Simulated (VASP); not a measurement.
# Ag (I4/mmm) in VASP: notebook

Ag is run at these levels: PBEsol; tasks: single point.

Program: VASP 6.6.1. These are calculated values, not measurements. Logs are shortened: lines on timing, memory, paths and dates and some standing lists are left out, and cuts for length are marked.

### 1 The cell of the first run

It takes space group I4/mmm (No. 139, tetragonal). The conventional cell has a = 3.311 Å, b = 3.311 Å, c = 3.245 Å, α = 90.00°, β = 90.00°, γ = 90.00°. Ag (site symmetry 4/mmm) has 14 Ag at 2.85 to 3.31 Å within 3.8 Å.

### 2 Single point, PBEsol (strain -0.0200 x Voigt [1, 0, 0, 0, 0, 0])

Contents of INCAR:

```
ALGO = Normal
EDIFF = 1E-6
ENCUT = 520
GGA = PS
ISIF = 2
ISMEAR = 0
LASPH = True
LCHARG = False
LREAL = False
LWAVE = False
NBANDS = 12
NELM = 60
PREC = Accurate
SIGMA = 0.15
```

Contents of KPOINTS:

```
k-points
0
Gamma
  20 20 20
```

Contents of POSCAR:

```
Ag
1.0
   -1.6225409200      1.6556540000      1.6556540000
    1.6225409200     -1.6556540000      1.6556540000
    1.6225409200      1.6556540000     -1.6556540000
Ag
1
Direct
    0.0000000000      0.0000000000      0.0000000000
```

Potentials or basis: VASP PAW PBE potentials, release 64 (Ag).

On the command line:

```
cat potpaw_PBE.64/Ag/POTCAR > POTCAR
mpirun -np 1 vasp_std > vasp.out
```

OUTCAR:

```text
EDIFF = 1E-6
   ENCUT = 520
   GGA = PS
   ISIF = 2
   ISMEAR = 0
   LASPH = True
   LREAL = False
   NELM = 60
   PREC = Accurate

 ion  position               nearest neighbor table
   1  0.000  0.000  0.000-

  LATTYP: Found a body centered tetragonal cell.
 ALAT       =     3.3113080000
 C/A-ratio  =     0.9800000000

  Lattice vectors:

 A1 = (  -1.6225409200,   1.6556540000,  -1.6556540000)
 A2 = (  -1.6225409200,  -1.6556540000,   1.6556540000)
 A3 = (   1.6225409200,   1.6556540000,   1.6556540000)

Analysis of symmetry for initial positions (statically):
=====================================================================
 Subroutine PRICEL returns:
 Original cell was already a primitive cell.

 Routine SETGRP: Setting up the symmetry group for a
 body centered tetragonal supercell.

 Subroutine GETGRP returns: Found 16 space group operations
 (whereof 16 operations were pure point group operations)
 out of a pool of 16 trial point group operations.

The static configuration has the point symmetry D_4h.

Analysis of symmetry for dynamics (positions and initial velocities):
=====================================================================
 Subroutine PRICEL returns:
 Original cell was already a primitive cell.

 Routine SETGRP: Setting up the symmetry group for a
 body centered tetragonal supercell.

 Subroutine GETGRP returns: Found 16 space group operations
 (whereof 16 operations were pure point group operations)
 out of a pool of 16 trial point group operations.

The dynamic configuration has the point symmetry D_4h.

 Subroutine INISYM returns: Found 16 space group operations
 (whereof 16 operations are pure point group operations),
 and found     1 'primitive' translations

----------------------------------------------------------------------------------------

                                     Primitive cell

  volume of cell :      17.7908

  direct lattice vectors                    reciprocal lattice vectors
    -1.622540920  1.655654000  1.655654000     0.000000000  0.301995465  0.301995465
     1.622540920 -1.655654000  1.655654000     0.308158638  0.000000000  0.301995465
     1.622540920  1.655654000 -1.655654000     0.308158638  0.301995465  0.000000000

  length of vectors
     2.848687307  2.848687307  2.848687307     0.427086083  0.431466114  0.431466114

  position of ions in fractional coordinates (direct lattice)
     0.000000000  0.000000000  0.000000000

  ion indices of the primitive-cell ions
   primitive index   ion index
                 1           1

----------------------------------------------------------------------------------------

 KPOINTS: k-points

Automatic generation of k-mesh.
 Grid dimensions read from file:
 generate k-points for:   20   20   20

 Generating k-lattice:

  Cartesian coordinates                     Fractional coordinates (reciprocal lattice)
     0.000000000  0.015099773  0.015099773     0.050000000  0.000000000  0.000000000
     0.015407932  0.000000000  0.015099773     0.000000000  0.050000000  0.000000000
     0.015407932  0.015099773  0.000000000     0.000000000  0.000000000  0.050000000

  Length of vectors
     0.021354304  0.021573306  0.021573306

  Shift w.r.t. Gamma in fractional coordinates (k-lattice)
     0.000000000  0.000000000  0.000000000

 Subroutine IBZKPT returns following result:
 ===========================================

 Found    641 irreducible k-points:

 Following reciprocal coordinates:
            Coordinates               Weight
  0.000000  0.000000  0.000000      1.000000
  0.050000  0.000000  0.000000      4.000000
  0.100000  0.000000  0.000000      4.000000
  0.150000  0.000000  0.000000      4.000000
  0.200000  0.000000  0.000000      4.000000
  0.250000  0.000000  0.000000      4.000000
[... 16 lines left out ...]
  0.050000  0.100000  0.000000     16.000000
  0.100000  0.100000  0.000000     16.000000
 [... further k-points ...]
   k-points           NKPTS =    641   k-points in BZ     NKDIM =    641   number of bands    NBANDS=     12
   number of dos      NEDOS =    301   number of ions     NIONS =      1
   total plane-waves  NPLWV =  13824
   dimension x,y,z NGX =    24 NGY =   24 NGZ =   24
   dimension x,y,z NGXF=    48 NGYF=   48 NGZF=   48
   ions per type =               1
   NGX,Y,Z   is equivalent  to a cutoff of  14.01, 14.01, 14.01 a.u.
   NGXF,Y,Z  is equivalent  to a cutoff of  28.01, 28.01, 28.01 a.u.
 SYSTEM =  unknown system
   PREC   = accura    normal or accurate (medium, high low for compatibility)
   ISTART =      0    job   : 0-new  1-cont  2-samecut
   ICHARG =      2    charge: 1-file 2-atom 10-const
   ISPIN  =      1    spin polarized calculation?
   LNONCOLLINEAR =      F non collinear calculations
   LSORBIT =      F    spin-orbit coupling
   LASPH  =      T    aspherical Exc in radial PAW
   ENCUT  =  520.0 eV  38.22 Ry    6.18 a.u.   5.30  5.30  5.30*2*pi/ulx,y,z
   NELM   =     60;   NELMIN=  2; NELMDL= -5     # of ELM steps
   EDIFF  = 0.1E-05   stopping-criterion for ELM
   LREAL  =      F    real-space projection
   EDIFFG = 0.1E-04   stopping-criterion for IOM
   NSW    =      0    number of steps for IOM
   IBRION =     -1    ionic relax: 0-MD 1-quasi-New 2-CG
   NFREE  =      0    steps in history (QN), initial steepest desc. (CG)
   ISIF   =      2    stress and relaxation
   ISYM   =      2    0-nonsym 1-usesym 2-fastsym
   POTIM  = 0.5000    time-step for ionic-motion
   TEBEG  =    0.0;   TEEND  =   0.0 temperature during run
   PSTRESS=    0.0 pullay stress
   NELECT =      11.0000    total number of electrons
   NUPDOWN=      -1.0000    fix difference up-down
   EMIN   =  10.00;   EMAX   =-10.00  energy-range for DOS
   EFERMI =   0.00;   METHOD = LEGACY
   ISMEAR =     0;   SIGMA  =   0.15  broadening in eV -4-tet -1-fermi 0-gaus
   EFERMI_NEDOS =   21; number of points for ismear=-14 and -15
   IALGO  =     38    algorithm
   IMIX   =      4    mixing-type and parameters
     AMIX     =   0.40;   BMIX     =  1.00
     AMIX_MAG =   1.60;   BMIX_MAG =  1.00
  volume/ion in A,a.u.               =      17.79       120.06
  Fermi-wavevector in a.u.,A,eV,Ry     =   1.394679  2.635560 26.465077  1.945128
  Thomas-Fermi vector in A             =   2.518204
   LORBIT       =      0    0 simple, 1 ext, 2 COOP (PROOUT), +10 PAW based schemes
   GGA     = PS    functional components
   LHFCALC =     F    Hartree Fock is set to
   AEXX    =    0.0000 exact exchange contribution
   IVDW    =     0    specifies the selected vdW correction
   LEPSILON=     F    determine dielectric tensor
   LRPA    =     F    only Hartree local field effects (RPA)
 non-spin polarized calculation
 Gauss-broadening in eV      SIGMA  =   0.15
  energy-cutoff  :      520.00
  volume of cell :       17.79
 maximum number of plane-waves:       488
 NGX is ok and might be reduce to    24
   NGX = 11   NGY = 11   NGZ = 11

 number of electron      11.0000003 magnetization

 Free energy of the ion-electron system (eV)
  ---------------------------------------------------
  ext. energy  EPLUGINS =         0.00000000
  ---------------------------------------------------
  free energy    TOTEN  =        -3.25124877 eV

  energy without entropy =       -3.24616479  energy(sigma->0) =       -3.24870678

 E-fermi :   7.6562     XC(G=0): -12.1595

 val. band max:        7.6535355400   @ k =   0.4000  -0.3500   0.2000
 cond. band min:       7.6594492825   @ k =   0.1500   0.5000   0.0500
 fundamental gap:      0.0059137424
 Fermi energy:         7.6562370476

 k-point     1 :       0.0000    0.0000    0.0000
  band No.  band energies     occupation
      1       0.1421      2.00000
      2       2.8694      2.00000
      3       2.9578      2.00000
      4       2.9578      2.00000
      5       4.1322      2.00000
      6       4.2334      2.00000
      7      25.3269      0.00000
      8      25.3269      0.00000
      9      25.6826      0.00000
     10      30.9318      0.00000
     11      30.9318      0.00000
     12      31.4227      0.00000

 k-point     2 :       0.0500    0.0000    0.0000
  band No.  band energies     occupation
      1       0.2212      2.00000
      2       2.8738      2.00000
      3       2.9395      2.00000
      4       3.0018      2.00000
      5       4.1107      2.00000
      6       4.2329      2.00000
      7      25.0976      0.00000
      8      25.3195      0.00000
      9      25.7326      0.00000
     10      29.8599      0.00000
     11      29.9392      0.00000
     12      30.8950      0.00000

 k-point     3 :       0.1000    0.0000    0.0000
  band No.  band energies     occupation
      1       0.4523      2.00000
      2       2.8869      2.00000
      3       2.8881      2.00000
      4       3.1317      2.00000
      5       4.0553      2.00000
      6       4.2322      2.00000
      7      24.3060      0.00000
      8      25.2096      0.00000
      9      25.8752      0.00000
     10      28.8315      0.00000
     11      28.9146      0.00000
     12      29.6883      0.00000

 k-point     4 :       0.1500    0.0000    0.0000
  band No.  band energies     occupation
      1       0.8102      2.00000
      2       2.8060      2.00000
      3       2.9229      2.00000
      4       3.3398      2.00000
      5       3.9897      2.00000
      6       4.2320      2.00000
      7      22.8873      0.00000
      8      24.7989      0.00000
      9      26.0901      0.00000
     10      28.2015      0.00000
     11      28.3118      0.00000
     12      28.5799      0.00000

 k-point     5 :       0.2000    0.0000    0.0000
  band No.  band energies     occupation
      1       1.2270      2.00000
      2       2.7060      2.00000
      3       3.0293      2.00000
      4       3.6129      2.00000
      5       3.9416      2.00000
      6       4.2336      2.00000
      7      21.0738      0.00000
      8      24.0839      0.00000
      9      26.3478      0.00000
     10      26.9269      0.00000
     11      27.9686      0.00000
     12      28.8855      0.00000
[... 228 lines left out ...]
      1       1.5657      2.00000
      2       2.2763      2.00000
      3       4.0521      2.00000
      4       4.2286      2.00000
      5       4.9953      2.00000
      6       7.6054      1.36817
      7      11.6229      0.00000
      8      20.8362      0.00000
      9      21.7723      0.00000
     10      27.5005      0.00000
     11      28.9763      0.00000
     12      31.3884      0.00000

 k-point    22 :       0.0000    0.1000    0.0000
  band No.  band energies     occupation
      1       0.4592      2.00000
      2       2.8308      2.00000
      3       2.9678      2.00000
      4       3.0971      2.00000
      5       4.1082      2.00000
      6       4.1910      2.00000
      7      24.5635      0.00000
      8      25.2790      0.00000
      9      25.5211      0.00000
     10      28.8442      0.00000
     11      29.1508      0.00000
     12      29.2334      0.00000

 k-point    23 :       0.0500    0.1000    0.0000
  band No.  band energies     occupation
      1       0.6805      2.00000
      2       2.7996      2.00000
      3       2.9355      2.00000
      4       3.2534      2.00000
      5       4.0410      2.00000
      6       4.2153      2.00000
      7      23.9248      0.00000
      8      24.6698      0.00000
      9      25.7441      0.00000
     10      27.5985      0.00000
     11      28.7352      0.00000
     12      29.5633      0.00000

 k-point    24 :       0.1000    0.1000    0.0000
  band No.  band energies     occupation
      1       1.0244      2.00000
      2       2.7837      2.00000
      3       2.8594      2.00000
      4       3.5094      2.00000
      5       3.9680      2.00000
      6       4.2408      2.00000
      7      22.9342      0.00000
      8      23.5586      0.00000
      9      26.0471      0.00000
     10      26.3494      0.00000
     11      28.6712      0.00000
     12      29.9805      0.00000

 [... further k-points ...]
[... 5 lines left out ...]
  --------------------------------------------------------------------------------------
  -------------------------------------------------------------------------------------
  Total       -0.6877534     -0.6266859     -0.6266859      0.0000000      0.0000000      0.0000000
  in kB      -61.9367623    -56.4372342    -56.4372342      0.0000000      0.0000000      0.0000000
  external PRESSURE =     -58.2704102 kB  Pullay stress =       0.0000000 kB

 VOLUME and BASIS-vectors are now :
 -----------------------------------------------------------------------------
  energy-cutoff  :      520.00
  volume of cell :       17.79
      direct lattice vectors                 reciprocal lattice vectors
    -1.622540920  1.655654000  1.655654000     0.000000000  0.301995465  0.301995465
     1.622540920 -1.655654000  1.655654000     0.308158638  0.000000000  0.301995465
     1.622540920  1.655654000 -1.655654000     0.308158638  0.301995465  0.000000000

 POSITION                                       TOTAL-FORCE (eV/Angst)
 -----------------------------------------------------------------------------------
      0.00000      0.00000      0.00000         0.000000     -0.000000      0.000000
 -----------------------------------------------------------------------------------
    total drift:                               -0.000000      0.000000      0.000000

  FREE ENERGIE OF THE ION-ELECTRON SYSTEM (eV)
  ---------------------------------------------------
  free  energy   TOTEN  =        -3.2512487748 eV

  energy  without entropy=       -3.2461647922  energy(sigma->0) =       -3.24870678
```

Wall time 75 s (1 thread of Intel Xeon Platinum 8375C at 2.90GHz (Ice Lake), shared host); peak memory 0.24 GiB.

Results:

| Quantity | Value |
| --- | --- |
| Free energy | -3.2512 eV |
| Pressure | -5.8 GPa |

Levels at points of the mesh, in eV from the Fermi level:
```tsv
k point	band 3	band 4	band 5	band 6	band 7	band 8	band 9	band 10
(0.00, 0.00, 0.00)	-4.70	-4.70	-3.52	-3.42	17.67	17.67	18.03	23.28
(0.50, 0.00, 0.00)	-3.60	-3.39	-2.54	-0.10	3.77	13.37	14.37	19.69
(0.00, 0.50, 0.00)	-3.51	-3.33	-2.52	0.02	3.97	13.05	13.91	19.36
(0.50, 0.50, 0.50)	-2.77	-2.77	-2.74	6.54	6.54	7.12	12.13	12.97
```

Caveat: the cell differs from its parent crystal (strain -0.0200 x Voigt [1, 0, 0, 0, 0, 0]); the PAW data sets were made with another functional, which shifts forces and pressure a little.

### 3 Single point, PBEsol (strain -0.0150 x Voigt [1, 0, 0, 0, 0, 0])

Contents of INCAR:

```
SYSTEM = Ag
  ALGO = Fast
  EDIFF = 1E-6
  ENCUT = 520
  GGA = PS
  ISIF = 2
  ISMEAR = 0
  LASPH = .True.
  LCHARG = .True.
  LELF = .True.
  LREAL = .False.
  LVHAR = .True.
  LWAVE = .False.
  NBANDS = 12
  NELM = 80
  PREC = Accurate
  SIGMA = 0.15
```

Contents of KPOINTS:

```
k-points
0
Gamma
  20 20 20
  0 0 0
```

Contents of POSCAR:

```
Ag
1.0
   -1.6308191900      1.6556540000      1.6556540000
    1.6308191900     -1.6556540000      1.6556540000
    1.6308191900      1.6556540000     -1.6556540000
Ag
1
Direct
    0.0000000000      0.0000000000      0.0000000000
```

Potentials or basis: VASP PAW PBE potentials, release 64 (Ag).

On the command line:

```
cat potpaw_PBE.64/Ag/POTCAR > POTCAR
mpirun -np 1 vasp_std > vasp.out
```

It took 72 s on 1 thread of Intel Xeon Platinum 8375C at 2.90GHz (Ice Lake), shared host; peak memory 0.24 GiB.

The run converged. Its results:

| Property | Result |
| --- | --- |
| Free energy | -3.2477 eV |
| Pressure | -6.1 GPa |

Stress tensor (GPa, compression positive):
```
-6.41  0.00  0.00
 0.00 -6.00  0.00
 0.00  0.00 -6.00
```

Levels at points of the mesh, in eV from the Fermi level:
```tsv
k point	band 2	band 3	band 4	band 5	band 6	band 7	band 8	band 9	band 10	band 11
(0.00, 0.00, 0.00)	-4.75	-4.69	-4.69	-3.50	-3.43	17.68	17.68	17.95	23.22	23.22
(0.50, 0.00, 0.00)	-5.39	-3.57	-3.37	-2.54	-0.07	3.77	13.30	14.24	19.57	20.76
(0.00, 0.50, 0.00)	-5.46	-3.50	-3.33	-2.53	0.02	3.92	13.05	13.90	19.32	20.39
(0.50, 0.50, 0.50)	-6.04	-2.76	-2.76	-2.74	6.57	6.57	7.00	12.09	12.97	13.30
```

Caveat: the cell differs from its parent crystal (strain -0.0150 x Voigt [1, 0, 0, 0, 0, 0]); the PAW data sets were made with another functional, which shifts forces and pressure a little.

### 4 Single point, PBEsol (strain -0.0100 x Voigt [1, 0, 0, 0, 0, 0])

Contents of INCAR:

```
SYSTEM = Ag
  ALGO = Fast
  EDIFF = 1E-7
  ENCUT = 520
  GGA = PS
  ISIF = 2
  ISMEAR = 0
  LASPH = .TRUE.
  LCHARG = .TRUE.
  LELF = .TRUE.
  LREAL = .FALSE.
  LVHAR = .TRUE.
  LWAVE = .FALSE.
  NBANDS = 12
  NELM = 60
  PREC = Accurate
  SIGMA = 0.15
```

Contents of KPOINTS:

```
k-points
0
G
  20 20 20
  0 0 0
```

Contents of POSCAR:

```
Ag
1.0
   -1.6390974600      1.6556540000      1.6556540000
    1.6390974600     -1.6556540000      1.6556540000
    1.6390974600      1.6556540000     -1.6556540000
Ag
1
Direct
    0.0000000000      0.0000000000      0.0000000000
```

On the command line:

```
cat potpaw_PBE.64/Ag/POTCAR > POTCAR
mpirun -np 1 vasp_std > vasp.out
```

It took 1.7 min on 1 thread of Intel Xeon Platinum 8375C at 2.90GHz (Ice Lake), shared host; peak memory 0.25 GiB.

The run converged. Its results:

```yaml
Free_energy: -3.2440 eV
Pressure: -6.6 GPa
```

Stress tensor (GPa, compression positive):
```
-6.78  0.00  0.00
 0.00 -6.50  0.00
 0.00  0.00 -6.50
```

Levels at points of the mesh, in eV from the Fermi level:
| k point | band 4 | band 5 | band 6 | band 7 | band 8 | band 9 |
| --- | --- | --- | --- | --- | --- | --- |
| (0.00, 0.00, 0.00) | -4.68 | -3.48 | -3.43 | 17.69 | 17.69 | 17.87 |
| (0.50, 0.00, 0.00) | -3.36 | -2.54 | -0.04 | 3.78 | 13.22 | 14.12 |
| (0.00, 0.50, 0.00) | -3.34 | -2.53 | 0.02 | 3.88 | 13.06 | 13.90 |
| (0.50, 0.50, 0.50) | -2.76 | -2.75 | 6.61 | 6.61 | 6.89 | 12.04 |

Caveat: the cell differs from its parent crystal (strain -0.0100 x Voigt [1, 0, 0, 0, 0, 0]); the PAW data sets were made with another functional, which shifts forces and pressure a little.

### 5 Single point, PBEsol (strain -0.0050 x Voigt [1, 0, 0, 0, 0, 0])

Contents of INCAR:

```
SYSTEM = Ag
PREC = Accurate
ENCUT = 520
EDIFF = 1E-6
ISMEAR = 0
SIGMA = 0.15
LREAL = .FALSE.
LASPH = .TRUE.
NELM = 100
ALGO = Fast
ISIF = 2
LWAVE = .FALSE.
LCHARG = .FALSE.
GGA = PS
NBANDS = 12
```

Contents of KPOINTS:

```
regular mesh
0
G
  20 20 20
  0 0 0
```

Contents of POSCAR:

```
Ag
1.0
   -1.6473757300      1.6556540000      1.6556540000
    1.6473757300     -1.6556540000      1.6556540000
    1.6473757300      1.6556540000     -1.6556540000
Ag
1
Direct
    0.0000000000      0.0000000000      0.0000000000
```

On the command line:

```
cat potpaw_PBE.64/Ag/POTCAR > POTCAR
mpirun -np 1 vasp_std > vasp.out
```

It took 92 s on 1 thread of Intel Xeon Platinum 8375C at 2.90GHz (Ice Lake), shared host; peak memory 0.24 GiB.

Results (log left out):

```yaml
Free_energy: -3.2401 eV
Pressure: -6.9 GPa
```

Stress tensor (GPa, compression positive):
```
-6.98  0.00  0.00
 0.00 -6.85  0.00
 0.00  0.00 -6.85
```

Levels at points of the mesh, in eV from the Fermi level:
| k point | band 4 | band 5 | band 6 | band 7 | band 8 | band 9 |
| --- | --- | --- | --- | --- | --- | --- |
| (0.00, 0.00, 0.00) | -4.67 | -3.46 | -3.44 | 17.70 | 17.70 | 17.79 |
| (0.50, 0.00, 0.00) | -3.35 | -2.54 | 0.00 | 3.78 | 13.15 | 14.00 |
| (0.00, 0.50, 0.00) | -3.34 | -2.53 | 0.02 | 3.83 | 13.07 | 13.89 |
| (0.50, 0.50, 0.50) | -2.76 | -2.75 | 6.64 | 6.64 | 6.78 | 11.99 |

Caveat: the cell differs from its parent crystal (strain -0.0050 x Voigt [1, 0, 0, 0, 0, 0]); the PAW data sets were made with another functional, which shifts forces and pressure a little.

### 6 Summary

| cell | gap on the mesh (eV) | pressure (GPa) |
| --- | --- | --- |
| a = 2.849 Å, angles 110.6, 108.9, 108.9°, 1 atom | none | -5.8 |
| a = 2.853 Å, angles 110.3, 109.1, 109.1°, 1 atom | none | -6.1 |
| a = 2.858 Å, angles 110.0, 109.2, 109.2°, 1 atom | none | -6.6 |
| a = 2.863 Å, angles 109.7, 109.3, 109.3°, 1 atom | none | -6.9 |

Alike in all rows: task single point; level PBEsol; potentials or basis VASP PAW PBE potentials, release 64 (Ag); no spin polarisation; k mesh 20 × 20 × 20; cutoff (eV) 520; smearing gaussian 0.15 eV.

Caveats: the PAW data sets were made with another functional, which shifts forces and pressure a little.

Absolute energies hang on the potentials; compare differences alone.
